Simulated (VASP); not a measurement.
# Ge4S in VASP: a series of runs, part 2 of 2

VASP 6.6.1.

### 4 Relaxation of the atoms, PBE

Input file INCAR:

```
ALGO = Fast
DIPOL = 0.5 0.5 0.344
EDIFF = 1E-7
EDIFFG = -0.025
ENCUT = 520
GGA = PE
IBRION = 2
IDIPOL = 3
ISIF = 2
ISMEAR = 0
LASPH = True
LCHARG = False
LDIPOL = True
LREAL = False
LWAVE = False
NELM = 100
NSW = 36
PREC = Accurate
SIGMA = 0.1
```

Input file KPOINTS:

```
k-points
0
Gamma
  7 7 1
```

Input file POSCAR:

```
Ge4S
1.0
    4.0740542171      0.0000000000      0.0000000000
    0.0000000000      4.0740542171      0.0000000000
    0.0000000000      0.0000000000     19.8557569412
Ge S
4 1
Selective dynamics
Direct
    0.0000000000      0.5000000000      0.2014529092  F F F
    0.0000000000      0.0000000000      0.2739958843  F F F
    0.5000000000      0.0000000000      0.3493666172  F F F
    0.5000000000      0.5000000000      0.4208228861  F F F
    0.6250000000      1.0000000000      0.4726204873  F F T
```

Potentials or basis: VASP PAW PBE potentials, release 64 (Ge_d, S).

The run is started by

```
cat potpaw_PBE.64/Ge_d/POTCAR potpaw_PBE.64/S/POTCAR > POTCAR
mpirun -np 1 vasp_std > vasp.out
```

OUTCAR:

```text
EDIFF = 1E-7
   EDIFFG = -0.025
   ENCUT = 520
   GGA = PE
   IBRION = 2
   ISIF = 2
   ISMEAR = 0
   LASPH = True
   LREAL = False
   NELM = 100
   NSW = 36
   PREC = Accurate

 ion  position               nearest neighbor table
   1  0.000  0.500  0.201-   2 2.49   2 2.49
   2  0.000  0.000  0.274-   1 2.49   1 2.49   3 2.53   3 2.53
   3  0.500  0.000  0.349-   4 2.48   4 2.48   5 2.50   2 2.53   2 2.53
   4  0.500  0.500  0.421-   5 2.34   5 2.34   3 2.48   3 2.48
   5  0.625  0.000  0.473-   4 2.34   4 2.34   3 2.50

  LATTYP: Found a simple tetragonal cell.
 ALAT       =     4.0740542171
 C/A-ratio  =     4.8737095490

  Lattice vectors:

 A1 = (   4.0740542171,   0.0000000000,   0.0000000000)
 A2 = (   0.0000000000,   4.0740542171,   0.0000000000)
 A3 = (   0.0000000000,   0.0000000000,  19.8557569412)

Analysis of symmetry for initial positions (statically):
=====================================================================
 Subroutine PRICEL returns:
 Original cell was already a primitive cell.

 Routine SETGRP: Setting up the symmetry group for a
 simple tetragonal supercell.

 Subroutine GETGRP returns: Found  2 space group operations
 (whereof  2 operations were pure point group operations)
[... 228 lines left out ...]
  Total       -1.3958037      4.0116241      1.9382638      0.0000000      0.0000000     -0.1486708
  in kB       -6.7857033     19.5025212      9.4228744      0.0000000      0.0000000     -0.7227636
  external PRESSURE =       7.3798974 kB  Pullay stress =       0.0000000 kB
[... 26 lines left out ...]
--------------------------------------- Ionic step        3  -------------------------------------------

 number of electron      61.9999945 magnetization

 dipolmoment           0.000000      0.000000      0.026107 electrons x Angstroem

 Free energy of the ion-electron system (eV)
  ---------------------------------------------------
  ext. energy  EPLUGINS =         0.00000000
  ---------------------------------------------------
  free energy    TOTEN  =       -19.48795345 eV

  energy without entropy =      -19.48326930  energy(sigma->0) =      -19.48561138

 E-fermi :  -1.7029     XC(G=0):  -4.1673

 val. band max:       -1.7581525025   @ k =   0.4286   0.2857   0.0000
 cond. band min:      -1.5207135557   @ k =  -0.2857   0.4286   0.0000
 fundamental gap:      0.2374389468
 Fermi energy:        -1.7028513002

 k-point     1 :       0.0000    0.0000    0.0000
  band No.  band energies     occupation
      1     -26.6707      2.00000
      2     -26.6673      2.00000
      3     -26.6179      2.00000
      4     -26.5792      2.00000
      5     -26.5604      2.00000
      6     -26.4643      2.00000
[... 629 lines left out ...]
     36       2.7802      0.00000
     37       2.8938      0.00000

------------------------ aborting loop because EDIFF is reached ----------------------------------------

 vacuum level on the upper side and lower side of the slab       (xc-potential included)         0.132        -0.146

  FORCE on cell =-STRESS in cart. coord.  units (eV):
  Direction    XX          YY          ZZ          XY          YZ          ZX
  --------------------------------------------------------------------------------------
  -------------------------------------------------------------------------------------
  Total       -1.3932374      3.6463203      1.2993032      0.0000000      0.0000000     -0.2942684
  in kB       -6.7732271     17.7265957      6.3165660      0.0000000      0.0000000     -1.4305867
  external PRESSURE =       5.7566449 kB  Pullay stress =       0.0000000 kB
[... 20 lines left out ...]
  FREE ENERGIE OF THE ION-ELECTRON SYSTEM (eV)
  ---------------------------------------------------
  free  energy   TOTEN  =       -19.4879534524 eV

  energy  without entropy=      -19.4832693016  energy(sigma->0) =      -19.48561138

 reached required accuracy - stopping structural energy minimisation

 vacuum level on the upper side and lower side of the slab         3.401         3.116
```

CONTCAR:

```text
Ge4S
   1.00000000000000
     4.0740542170999996    0.0000000000000000    0.0000000000000000
     0.0000000000000000    4.0740542170999996    0.0000000000000000
     0.0000000000000000    0.0000000000000000   19.8557569411999992
  Ge              S
     4     1
Selective dynamics
Direct
     0.0000000000000000    0.5000000000000000    0.2014529092000004   F   F   F
     0.0000000000000000    0.0000000000000000    0.2739958842999997   F   F   F
     0.5000000000000000    0.0000000000000000    0.3493666171999976   F   F   F
     0.5000000000000000    0.5000000000000000    0.4208228860999981   F   F   F
     0.6250000000000000    0.0000000000000000    0.4761361480371630   F   F   T

  0.00000000E+00  0.00000000E+00  0.00000000E+00
  0.00000000E+00  0.00000000E+00  0.00000000E+00
  0.00000000E+00  0.00000000E+00  0.00000000E+00
  0.00000000E+00  0.00000000E+00  0.00000000E+00
  0.00000000E+00  0.00000000E+00  0.00000000E+00
```

Run time: 17 min. Hardware: 1 thread of Oxide Virtual Turin-like, shared host; peak memory 0.41 GiB.

Results:

| Item | Value |
| --- | --- |
| Free energy | -19.4880 eV |
| Energy gained by relaxing | 4.1 meV/atom |
| Ionic steps | 3 |
| Band gap on the k mesh | zero (bands 31 and 32 overlap by 0.96 eV) |

The path:
| step | energy change (eV) | largest force on free atoms (eV/Å) | pressure (GPa) |
| --- | --- | --- | --- |
| 1 | 0.0000 | 0.5978 | 0.86 |
| 2 | -0.0135 | 0.3407 | 0.74 |
| 3 | -0.0204 | 0.0018 | 0.58 |

Final structure:
```
Ge S
1.0
     4.07405    0.00000    0.00000
     0.00000    4.07405    0.00000
     0.00000    0.00000   19.85576
Ge S
4 1
Direct
  0.00000 0.50000 0.20145
  0.00000 0.00000 0.27400
  0.50000 0.00000 0.34937
  0.50000 0.50000 0.42082
  0.62500 0.00000 0.47614
```

Levels at points of the mesh, in eV from the Fermi level:
| k point | band 28 | band 29 | band 30 | band 31 | band 32 | band 33 | band 34 | band 35 |
| --- | --- | --- | --- | --- | --- | --- | --- | --- |
| (0.00, 0.00, 0.00) | -2.07 | -1.47 | -1.30 | 0.41 | 0.52 | 1.27 | 1.83 | 2.01 |

### 5 Relaxation of the atoms, PBE

Input file INCAR:

```
  PREC = Accurate
  ENCUT = 520
  EDIFF = 1E-6
  ISMEAR = 0
  SIGMA = 0.1
  LREAL = F
  LASPH = T
  NELM = 60
  ALGO = Fast
  ISIF = 2
  LWAVE = F
  LCHARG = F
  LDIPOL = T
  IDIPOL = 3
  DIPOL = 0.5 0.5 0.352
  GGA = PE
  IBRION = 2
  NSW = 36
  EDIFFG = -0.025
```

Input file KPOINTS:

```
Automatic mesh
0
Gamma
  7 7 1
```

POSCAR, as its differences from that of step 4:

```diff
@@ -13,2 +13,2 @@
     0.5000000000      0.5000000000      0.4208228861  F F F
-    0.6250000000      1.0000000000      0.4726204873  F F T
+    0.7500000000      0.5000000000      0.5122452289  F F T
```

The run is started by

```
cat potpaw_PBE.64/Ge_d/POTCAR potpaw_PBE.64/S/POTCAR > POTCAR
mpirun -np 1 vasp_std > vasp.out
```

Run time: 9.3 min. Hardware: 1 thread of Oxide Virtual Turin-like, shared host; peak memory 0.42 GiB.

The run converged. Its results:

```
Free energy               : -20.1349 eV
Energy gained by relaxing : 0.3 meV/atom
Ionic steps               : 3
Band gap on the k mesh    : zero (bands 31 and 32 overlap by 0.43 eV)
```

Step by step:
```
step  energy change (eV)  largest force on free atoms (eV/Å)  pressure (GPa)
   1              0.0000                              0.2024           -0.18
   2             -0.0013                              0.0536           -0.12
   3             -0.0014                              0.0017           -0.10
```

Final structure:
```xyz
5
Lattice="4.0741 0.0000 0.0000 0.0000 4.0741 0.0000 0.0000 0.0000 19.8558" Properties=species:S:1:pos:R:3 pbc="T T T"
Ge    0.0000    2.0370    4.0000
Ge    0.0000    0.0000    5.4404
Ge    2.0370    0.0000    6.9369
Ge    2.0370    2.0370    8.3558
S     3.0555    2.0370   10.1579
```

Levels at points of the mesh, in eV from the Fermi level:
```csv
k point,band 29,band 30,band 31,band 32,band 33,band 34
"(0.00, 0.00, 0.00)",-1.06,-0.90,0.14,0.97,1.61,1.76
```

### 6 Relaxation of the atoms, PBE

Input file INCAR:

```
SYSTEM = Ge4S
PREC = Accurate
ENCUT = 520
EDIFF = 1E-7
ISMEAR = 0
SIGMA = 0.1
LREAL = .FALSE.
LASPH = .TRUE.
NELM = 100
ALGO = Fast
ISIF = 2
LWAVE = .FALSE.
LCHARG = .FALSE.
LDIPOL = .TRUE.
IDIPOL = 3
DIPOL = 0.5 0.5 0.348
GGA = PE
IBRION = 2
NSW = 36
EDIFFG = -0.025
```

Input file KPOINTS:

```
regular mesh
0
G
  7 7 1
  0 0 0
```

POSCAR, as its differences from that of step 5:

```diff
@@ -13,2 +13,2 @@
     0.5000000000      0.5000000000      0.4208228861  F F F
-    0.7500000000      0.5000000000      0.5122452289  F F T
+    0.5000000000      0.8750000000      0.4943330990  F F T
```

Potentials or basis: VASP PAW PBE potentials, release 64 (Ge_d, S).

The run is started by

```
cat potpaw_PBE.64/Ge_d/POTCAR potpaw_PBE.64/S/POTCAR > POTCAR
mpirun -np 1 vasp_std > vasp.out
```

It took 11 min on 1 thread of Oxide Virtual Turin-like, shared host; peak memory 0.41 GiB.

The run converged. Its results:

```yaml
Free_energy: -19.5881 eV
Energy_gained_by_relaxing: 9.8 meV/atom
Ionic_steps: 3
Band_gap_on_the_k_mesh: zero (bands 31 and 32 overlap by 0.48 eV)
```

Step by step:
```csv
step,energy change (eV),largest force on free atoms (eV/Å),pressure (GPa)
1,0.0000,1.0107,0.37
2,-0.0366,0.4956,0.10
3,-0.0488,0.0051,-0.14
```

Final structure:
```xyz
5
Lattice="4.0741 0.0000 0.0000 0.0000 4.0741 0.0000 0.0000 0.0000 19.8558" Properties=species:S:1:pos:R:3 pbc="T T T"
Ge    0.0000    2.0370    4.0000
Ge    0.0000    0.0000    5.4404
Ge    2.0370    0.0000    6.9369
Ge    2.0370    2.0370    8.3558
S     2.0370    3.5648    9.9131
```

Levels at points of the mesh, in eV from the Fermi level:
```
           k point  band 29  band 30  band 31  band 32  band 33  band 34
(0.00, 0.00, 0.00)    -1.30    -1.14    -0.18     1.09     1.42     1.82
```

### 7 Summary

| task | cell | atoms held fixed (from 0) | gap on the mesh (eV) | largest force (eV/Å) |
| --- | --- | --- | --- | --- |
| single point | as given, atomic positions A | - | none | 1.63 |
| single point | as given, atomic positions B | - | none | 1.72 |
| relaxation of the atoms | atoms relaxed, atomic positions C | [0, 1, 2, 3, 4] | none | - |
| relaxation of the atoms | atoms relaxed, atomic positions D | [0, 1, 2, 3, 4] | none | - |
| relaxation of the atoms | atoms relaxed, atomic positions E | [0, 1, 2, 3, 4] | none | - |

Alike in all rows: level PBE; potentials or basis VASP PAW PBE potentials, release 64 (Ge_d, S); no spin polarisation; k mesh 7 × 7 × 1; cutoff (eV) 520; smearing gaussian 0.1 eV.

Absolute energies hang on the potentials; compare differences alone.
